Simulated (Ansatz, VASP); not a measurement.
Two plane-wave programs on CoO

```
Co O
1.0
     0.00000    2.13150    2.13150
     2.13150    0.00000    2.13150
     2.13150    2.13150    0.00000
Co O
1 1
Direct
  0.00000 0.00000 0.00000
  0.50000 0.50000 0.50000
```

Alike in both runs: task relaxation of cell and atoms; functional PBE; dispersion D3(BJ); k mesh 11 × 11 × 11; occupations fermi-dirac, width 0.05 eV; collinear spin.

```csv
,VASP,Ansatz
version,VASP 6.6.1,Ansatz 0.2.0
potentials or method,"VASP PAW PBE potentials, release 64 (Co_sv, O)",Ansatz PAW
plane-wave cutoff (eV),700,420
valence electrons in the cell,23,23
```

```csv
,VASP,Ansatz,Ansatz less VASP
"gap on the k mesh at the Fermi level, each at its own relaxed structure (eV)",none,none,-
net moment per atom (μB),1.42,1.46,+0.043
size of the moment on the site where the two differ most (μB),0.28,0.32,+0.041
relaxed volume (Å³/atom),9.31,9.63,+0.319
relaxed length of the cell vector where the two differ most in proportion (Å),2.975,3.008,+0.0336
```

Site moments also hang on the region over which each program counts them. A gap of «none» marks a metal or a gap that the smearing closes.

Noted on Ansatz's run: the plane-wave basis is chosen anew once the cell has moved, so the energies of steps on either side of that aren't comparable.
